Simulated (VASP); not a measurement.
Write the native input for VASP 6.6.1 that does the following.

```yaml
Task: single point
Functional: PBE
Potentials_or_basis: VASP PAW PBE potentials, release 64 (Ti_sv)
Cutoff: 520 eV
k_mesh: 14 × 14 × 14
Occupations: fermi-dirac, width 0.05 eV
Spin: no spin polarisation
Dipole_correction: no
Further_INCAR_settings: ALGO = Normal; EDIFF = 1e-07; NBANDS = 12
```

The structure of Ti lies in POSCAR:

```
Ti
1.0
    2.3433013484      0.0000000000      0.0000000000
    0.0000000000      2.3433013484      0.0000000000
    0.0000000000      0.0000000000      2.3433013484
Ti
1
Direct
    0.0000000000      0.0000000000      0.0000000000
```

This cell differs from its parent crystal: volume scaled by 0.7.

The input as run:

INCAR

```
SYSTEM = Ti
PREC = Accurate
ENCUT = 520
EDIFF = 1E-7
ISMEAR = -1
SIGMA = 0.05
LREAL = .False.
LASPH = .True.
NELM = 80
ALGO = Normal
ISIF = 2
LWAVE = .False.
LCHARG = .False.
GGA = PE
NBANDS = 12
```

KPOINTS

```
Automatic mesh
0
Gamma
  14 14 14
  0 0 0
```

Potentials or basis: VASP PAW PBE potentials, release 64 (Ti_sv).

Command:

```console
$ cat potpaw_PBE.64/Ti_sv/POTCAR > POTCAR
$ mpirun -np 1 vasp_std > vasp.out
```

It gave:

```
Pressure               : 52.1 GPa
Band gap on the k mesh : zero (band 6 reaches 12.88 eV, above the bottom of band 7 at 9.38 eV)
```

Wall time 6.5 s on 1 thread of Intel(R) Xeon(R) 6975P-C (Granite Rapids), on a shared host, peak memory 0.13 GiB.
